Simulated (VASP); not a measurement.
# Ca (Pm-3m) in VASP: notebook

The runs below take Ca through single point, relaxation of cell and atoms, with PBE.

All numbers are computed with VASP 6.6.1; they aren't measurements. Logs are shortened: lines on timing, memory, paths and dates and some standing lists are left out, and cuts for length are marked.

### Step 1. The cell of the first run

It takes space group Pm-3m (No. 221, cubic). The conventional cell has a = 3.343 Å, b = 3.343 Å, c = 3.343 Å, α = 90.00°, β = 90.00°, γ = 90.00°. Ca (site symmetry m-3m) has 6 Ca at 3.34 Å within 4.4 Å.

This isn't the form of Ca at room conditions, which is fcc.

### Step 2. Single point, PBE

INCAR

```
PREC = Accurate ; ENCUT = 520
EDIFF = 1E-6 ; ISMEAR = -1
SIGMA = 0.08 ; LREAL = F
LASPH = T ; NELM = 60
ALGO = Normal ; ISIF = 2
LWAVE = F ; LCHARG = F
GGA = PE ; NBANDS = 11
```

KPOINTS

```
regular mesh
0
Gamma
  11 11 11
```

POSCAR

```
Ca
1.0
    3.3428030580      0.0000000000      0.0000000000
    0.0000000000      3.3428030580      0.0000000000
    0.0000000000      0.0000000000      3.3428030580
Ca
1
Direct
    0.0000000000      0.0000000000      0.0000000000
```

Potentials or basis: VASP PAW PBE potentials, release 64 (Ca_sv).

Started as:

```bash
$ cat potpaw_PBE.64/Ca_sv/POTCAR > POTCAR
$ mpirun -np 1 vasp_std > vasp.out
```

OUTCAR:

```text
PREC = Accurate
   ENCUT = 520
   EDIFF = 1E-6
   ISMEAR = -1
   LREAL = F
   LASPH = T
   NELM = 60
   ISIF = 2
   GGA = PE

 ion  position               nearest neighbor table
   1  0.000  0.000  0.000-

  LATTYP: Found a simple cubic cell.
 ALAT       =     3.3428030580

  Lattice vectors:

 A1 = (   3.3428030580,   0.0000000000,   0.0000000000)
 A2 = (   0.0000000000,   3.3428030580,   0.0000000000)
 A3 = (   0.0000000000,   0.0000000000,   3.3428030580)

Analysis of symmetry for initial positions (statically):
=====================================================================
 Subroutine PRICEL returns:
 Original cell was already a primitive cell.

 Routine SETGRP: Setting up the symmetry group for a
 simple cubic supercell.

 Subroutine GETGRP returns: Found 48 space group operations
 (whereof 48 operations were pure point group operations)
 out of a pool of 48 trial point group operations.

The static configuration has the point symmetry O_h .

Analysis of symmetry for dynamics (positions and initial velocities):
=====================================================================
 Subroutine PRICEL returns:
 Original cell was already a primitive cell.

 Routine SETGRP: Setting up the symmetry group for a
 simple cubic supercell.

 Subroutine GETGRP returns: Found 48 space group operations
 (whereof 48 operations were pure point group operations)
 out of a pool of 48 trial point group operations.

The dynamic configuration has the point symmetry O_h .

 Subroutine INISYM returns: Found 48 space group operations
 (whereof 48 operations are pure point group operations),
 and found     1 'primitive' translations

----------------------------------------------------------------------------------------

                                     Primitive cell

  volume of cell :      37.3536

  direct lattice vectors                    reciprocal lattice vectors
     3.342803058  0.000000000  0.000000000     0.299150139  0.000000000  0.000000000
     0.000000000  3.342803058  0.000000000     0.000000000  0.299150139  0.000000000
     0.000000000  0.000000000  3.342803058     0.000000000  0.000000000  0.299150139

  length of vectors
     3.342803058  3.342803058  3.342803058     0.299150139  0.299150139  0.299150139

  position of ions in fractional coordinates (direct lattice)
     0.000000000  0.000000000  0.000000000

  ion indices of the primitive-cell ions
   primitive index   ion index
                 1           1

----------------------------------------------------------------------------------------

 KPOINTS: regular mesh

Automatic generation of k-mesh.
 Grid dimensions read from file:
 generate k-points for:   11   11   11

 Generating k-lattice:

  Cartesian coordinates                     Fractional coordinates (reciprocal lattice)
     0.027195467  0.000000000  0.000000000     0.090909091  0.000000000  0.000000000
     0.000000000  0.027195467  0.000000000     0.000000000  0.090909091  0.000000000
     0.000000000  0.000000000  0.027195467     0.000000000  0.000000000  0.090909091

  Length of vectors
     0.027195467  0.027195467  0.027195467

  Shift w.r.t. Gamma in fractional coordinates (k-lattice)
     0.000000000  0.000000000  0.000000000

 Subroutine IBZKPT returns following result:
 ===========================================

 Found     56 irreducible k-points:

 Following reciprocal coordinates:
            Coordinates               Weight
  0.000000  0.000000  0.000000      1.000000
  0.090909  0.000000  0.000000      6.000000
  0.181818  0.000000  0.000000      6.000000
  0.272727  0.000000  0.000000      6.000000
  0.363636  0.000000  0.000000      6.000000
  0.454545  0.000000  0.000000      6.000000
[... 16 lines left out ...]
  0.181818  0.090909  0.090909     24.000000
  0.272727  0.090909  0.090909     24.000000
 [... further k-points ...]
   k-points           NKPTS =     56   k-points in BZ     NKDIM =     56   number of bands    NBANDS=     11
   number of dos      NEDOS =    301   number of ions     NIONS =      1
   total plane-waves  NPLWV =  21952
   dimension x,y,z NGX =    28 NGY =   28 NGZ =   28
   dimension x,y,z NGXF=    56 NGYF=   56 NGZF=   56
   ions per type =               1
   NGX,Y,Z   is equivalent  to a cutoff of  13.93, 13.93, 13.93 a.u.
   NGXF,Y,Z  is equivalent  to a cutoff of  27.85, 27.85, 27.85 a.u.
 SYSTEM =  unknown system
   PREC   = accura    normal or accurate (medium, high low for compatibility)
   ISTART =      0    job   : 0-new  1-cont  2-samecut
   ICHARG =      2    charge: 1-file 2-atom 10-const
   ISPIN  =      1    spin polarized calculation?
   LNONCOLLINEAR =      F non collinear calculations
   LSORBIT =      F    spin-orbit coupling
   LASPH  =      T    aspherical Exc in radial PAW
   ENCUT  =  520.0 eV  38.22 Ry    6.18 a.u.   6.22  6.22  6.22*2*pi/ulx,y,z
   NELM   =     60;   NELMIN=  2; NELMDL= -5     # of ELM steps
   EDIFF  = 0.1E-05   stopping-criterion for ELM
   LREAL  =      F    real-space projection
   EDIFFG = 0.1E-04   stopping-criterion for IOM
   NSW    =      0    number of steps for IOM
   IBRION =     -1    ionic relax: 0-MD 1-quasi-New 2-CG
   NFREE  =      0    steps in history (QN), initial steepest desc. (CG)
   ISIF   =      2    stress and relaxation
   ISYM   =      2    0-nonsym 1-usesym 2-fastsym
   POTIM  = 0.5000    time-step for ionic-motion
   TEBEG  =    0.0;   TEEND  =   0.0 temperature during run
   PSTRESS=    0.0 pullay stress
   NELECT =      10.0000    total number of electrons
   NUPDOWN=      -1.0000    fix difference up-down
   EMIN   =  10.00;   EMAX   =-10.00  energy-range for DOS
   EFERMI =   0.00;   METHOD = LEGACY
   ISMEAR =    -1;   SIGMA  =   0.08  broadening in eV -4-tet -1-fermi 0-gaus
   EFERMI_NEDOS =   21; number of points for ismear=-14 and -15
   IALGO  =     38    algorithm
   IMIX   =      4    mixing-type and parameters
     AMIX     =   0.40;   BMIX     =  1.00
     AMIX_MAG =   1.60;   BMIX_MAG =  1.00
  volume/ion in A,a.u.               =      37.35       252.07
  Fermi-wavevector in a.u.,A,eV,Ry     =   1.055109  1.993867 15.146757  1.113255
  Thomas-Fermi vector in A             =   2.190295
   LORBIT       =      0    0 simple, 1 ext, 2 COOP (PROOUT), +10 PAW based schemes
   GGA     = PE    functional components
   LHFCALC =     F    Hartree Fock is set to
   AEXX    =    0.0000 exact exchange contribution
   IVDW    =     0    specifies the selected vdW correction
   LEPSILON=     F    determine dielectric tensor
   LRPA    =     F    only Hartree local field effects (RPA)
 non-spin polarized calculation
  energy-cutoff  :      520.00
  volume of cell :       37.35
 maximum number of plane-waves:      1021
 NGX is ok and might be reduce to    28
   NGX = 13   NGY = 13   NGZ = 13

 number of electron      10.0000000 magnetization

 number of electron       9.9999999 magnetization

 Free energy of the ion-electron system (eV)
  ---------------------------------------------------
  ext. energy  EPLUGINS =         0.00000000
  ---------------------------------------------------
  free energy    TOTEN  =        -1.50464970 eV

  energy without entropy =       -1.48525086  energy(sigma->0) =       -1.49495028

 E-fermi :   2.3491     XC(G=0):  -8.0990

 val. band max:        2.3404910939   @ k =   0.4545   0.4545   0.2727
 cond. band min:       2.3686804810   @ k =   0.4545   0.1818   0.0909
 fundamental gap:      0.0281893870
 Fermi energy:         2.3491266726

 k-point     1 :       0.0000    0.0000    0.0000
  band No.  band energies     occupation
      1     -39.5905      2.00000
      2     -20.4332      2.00000
      3     -20.4332      2.00000
      4     -20.4332      2.00000
      5      -1.6800      2.00000
      6       3.1707      0.00007
      7       3.1707      0.00007
      8       6.9519      0.00000
      9       6.9519      0.00000
     10       6.9519      0.00000
     11      11.9844      0.00000

 k-point     2 :       0.0909    0.0000    0.0000
  band No.  band energies     occupation
      1     -39.5878      2.00000
      2     -20.4608      2.00000
      3     -20.4309      2.00000
      4     -20.4309      2.00000
      5      -1.5478      2.00000
      6       3.2119      0.00004
      7       3.2246      0.00004
      8       6.7955      0.00000
      9       6.7955      0.00000
     10       6.9623      0.00000
     11      11.1691      0.00000

 k-point     3 :       0.1818    0.0000    0.0000
  band No.  band energies     occupation
      1     -39.5807      2.00000
      2     -20.5339      2.00000
      3     -20.4246      2.00000
      4     -20.4246      2.00000
      5      -1.1640      2.00000
      6       3.3248      0.00001
      7       3.3261      0.00001
      8       6.4267      0.00000
      9       6.4267      0.00000
     10       6.9904      0.00000
     11       9.8488      0.00000

 k-point     4 :       0.2727    0.0000    0.0000
  band No.  band energies     occupation
      1     -39.5714      2.00000
      2     -20.6283      2.00000
      3     -20.4164      2.00000
      4     -20.4164      2.00000
      5      -0.5632      2.00000
      6       3.2808      0.00002
      7       3.4845      0.00000
      8       6.0196      0.00000
      9       6.0196      0.00000
     10       7.0275      0.00000
     11       8.8522      0.00000
[... 239 lines left out ...]
 k-point    22 :       0.0909    0.0909    0.0909
  band No.  band energies     occupation
      1     -39.5826      2.00000
      2     -20.4589      2.00000
      3     -20.4543      2.00000
      4     -20.4543      2.00000
      5      -1.2871      2.00000
      6       3.3205      0.00001
      7       3.3205      0.00001
      8       6.5490      0.00000
      9       6.6834      0.00000
     10       6.6834      0.00000
     11      11.4889      0.00000

 k-point    23 :       0.1818    0.0909    0.0909
  band No.  band energies     occupation
      1     -39.5755      2.00000
      2     -20.5286      2.00000
      3     -20.4506      2.00000
      4     -20.4478      2.00000
      5      -0.9110      2.00000
      6       3.4365      0.00000
      7       3.4444      0.00000
      8       6.1919      0.00000
      9       6.2805      0.00000
     10       6.7025      0.00000
     11      10.2665      0.00000

 k-point    24 :       0.2727    0.0909    0.0909
  band No.  band energies     occupation
      1     -39.5663      2.00000
      2     -20.6222      2.00000
      3     -20.4420      2.00000
      4     -20.4393      2.00000
      5      -0.3233      2.00000
      6       3.4097      0.00000
      7       3.6024      0.00000
      8       5.8315      0.00000
      9       5.8622      0.00000
     10       6.7521      0.00000
     11       9.1907      0.00000

 [... further k-points ...]
[... 5 lines left out ...]
  --------------------------------------------------------------------------------------
  -------------------------------------------------------------------------------------
  Total        0.5133387      0.5133387      0.5133387     -0.0000000      0.0000000      0.0000000
  in kB       22.0182202     22.0182202     22.0182202     -0.0000000      0.0000000      0.0000000
  external PRESSURE =      22.0182202 kB  Pullay stress =       0.0000000 kB

 VOLUME and BASIS-vectors are now :
 -----------------------------------------------------------------------------
  energy-cutoff  :      520.00
  volume of cell :       37.35
      direct lattice vectors                 reciprocal lattice vectors
     3.342803058  0.000000000  0.000000000     0.299150139  0.000000000  0.000000000
     0.000000000  3.342803058  0.000000000     0.000000000  0.299150139  0.000000000
     0.000000000  0.000000000  3.342803058     0.000000000  0.000000000  0.299150139

 POSITION                                       TOTAL-FORCE (eV/Angst)
 -----------------------------------------------------------------------------------
      0.00000      0.00000      0.00000         0.000000      0.000000      0.000000
 -----------------------------------------------------------------------------------
    total drift:                               -0.000000     -0.000000     -0.000000

  FREE ENERGIE OF THE ION-ELECTRON SYSTEM (eV)
  ---------------------------------------------------
  free  energy   TOTEN  =        -1.5046496975 eV

  energy  without entropy=       -1.4852508584  energy(sigma->0) =       -1.49495028
```

Run time: 6.9 s. Hardware: 1 thread of Intel Xeon 6975P-C (Granite Rapids), shared host; peak memory 0.16 GiB.

What came out:

| Item | Value |
| --- | --- |
| Free energy | -1.5046 eV |
| Pressure | 2.2 GPa |
| Band gap on the k mesh | zero (bands 5 and 6 overlap by 0.71 eV) |

Levels at points of the mesh, in eV from the Fermi level:
| k point | band 2 | band 3 | band 4 | band 5 | band 6 | band 7 | band 8 | band 9 |
| --- | --- | --- | --- | --- | --- | --- | --- | --- |
| (0.00, 0.00, 0.00) | -22.78 | -22.78 | -22.78 | -4.03 | 0.82 | 0.82 | 4.60 | 4.60 |

### Step 3. Relaxation of cell and atoms, PBE, target pressure 2.2 GPa, at which the enthalpy is minimised

INCAR

```
SYSTEM = Ca
PREC     = Accurate       ! precision mode
ENCUT    = 600            ! plane-wave cutoff, eV
EDIFF    = 1E-7           ! SCF threshold, eV
ISMEAR   = -1             ! smearing method
SIGMA    = 0.08           ! smearing width, eV
LREAL    = .False.        ! projectors in reciprocal space
LASPH    = .True.         ! aspherical terms in the spheres
NELM     = 80             ! most SCF steps
ALGO     = Normal         ! electronic algorithm
ISIF     = 3              ! what is computed and relaxed
LWAVE    = .False.        ! write WAVECAR
LCHARG   = .False.        ! write CHGCAR
GGA      = PE             ! functional
IBRION   = 2              ! ionic algorithm
NSW      = 32             ! ionic steps
EDIFFG   = -0.005         ! ionic threshold
PSTRESS  = 22.0
```

KPOINTS

```
Automatic mesh
0
Gamma
  11 11 11
  0 0 0
```

POSCAR is that of step 2.

Potentials or basis: VASP PAW PBE potentials, release 64 (Ca_sv).

Started as:

```bash
$ cat potpaw_PBE.64/Ca_sv/POTCAR > POTCAR
$ mpirun -np 1 vasp_std > vasp.out
```

OUTCAR:

```text
SYSTEM = Ca
   PREC = Accurate
   ENCUT = 600
   EDIFF = 1E-7
   ISMEAR = -1
   LREAL = .False.
   LASPH = .True.
   NELM = 80
   ISIF = 3
   GGA = PE
   IBRION = 2
   NSW = 32
   EDIFFG = -0.005
   PSTRESS = 22.0

 ion  position               nearest neighbor table
   1  0.000  0.000  0.000-

  LATTYP: Found a simple cubic cell.
 ALAT       =     3.3428030580

  Lattice vectors:

[... 512 lines left out ...]
      2     -20.6298      2.00000
      3     -20.4504      2.00000
      4     -20.4477      2.00000
      5      -0.3281      2.00000
      6       3.4033      0.00000
      7       3.5967      0.00000
      8       5.8231      0.00000
      9       5.8536      0.00000

 [... further k-points ...]
[... 5 lines left out ...]
  --------------------------------------------------------------------------------------
  -------------------------------------------------------------------------------------
  Total        0.5171518      0.5171518      0.5171518     -0.0000000      0.0000000     -0.0000000
  in kB       22.1535247     22.1535247     22.1535247     -0.0000000      0.0000000     -0.0000000
  external PRESSURE =       0.1535247 kB  Pullay stress =      22.0000000 kB

 VOLUME and BASIS-vectors are now :
 -----------------------------------------------------------------------------
  energy-cutoff  :      600.00
  volume of cell :       37.40
      direct lattice vectors                 reciprocal lattice vectors
     3.344223221  0.000000000  0.000000000     0.299023102  0.000000000 -0.000000000
    -0.000000000  3.344223221  0.000000000    -0.000000000  0.299023102  0.000000000
     0.000000000 -0.000000000  3.344223221    -0.000000000 -0.000000000  0.299023102

 POSITION                                       TOTAL-FORCE (eV/Angst)
 -----------------------------------------------------------------------------------
      0.00000      0.00000      0.00000        -0.000000      0.000000      0.000000
 -----------------------------------------------------------------------------------
    total drift:                               -0.000000     -0.000000     -0.000000

  FREE ENERGIE OF THE ION-ELECTRON SYSTEM (eV)
  ---------------------------------------------------
  free  energy   TOTEN  =        -1.5052878994 eV

  energy  without entropy=       -1.4858644932  energy(sigma->0) =       -1.49557620

  enthalpy is  TOTEN    =        -0.9917199973 eV   P V=        0.5135679021

 reached required accuracy - stopping structural energy minimisation
```

It took 13 s on 1 thread of Intel Xeon 6975P-C (Granite Rapids), shared host; peak memory 0.17 GiB.

What came out:

- Free energy: -1.5053 eV
- Relaxed volume: 37.40 Å³/atom
- Relaxed cell: a = 3.344 Å, b = 3.344 Å, c = 3.344 Å, α = 90.00°, β = 90.00°, γ = 90.00°
- Space group after relaxing (to 0.1 Å): Pm-3m (No. 221)
- Energy change on relaxing (the run minimises the enthalpy): -0.7 meV/atom
- Ionic steps: 2
- Pressure after relaxing: 2.2 GPa
- Band gap on the k mesh: zero (bands 5 and 6 overlap by 0.71 eV)

Step by step:
```tsv
step	energy change (eV)	largest force (eV/Å)	pressure (GPa)	volume (Å³)
1	0.0000	0.0000	2.24	37.35
2	-0.0007	0.0000	2.22	37.40
```

Final structure:
```yaml
crystal:
  lattice:
    - [3.34422, 0.00000, 0.00000]
    - [0.00000, 3.34422, 0.00000]
    - [0.00000, 0.00000, 3.34422]
  atoms:
    - { symbol: Ca, position: [0.00000, 0.00000, 0.00000] }
```

Caveat: the cell is relaxed towards a set pressure, so the run minimises the enthalpy, not the energy.

(Part 1 of 2 ends here.)
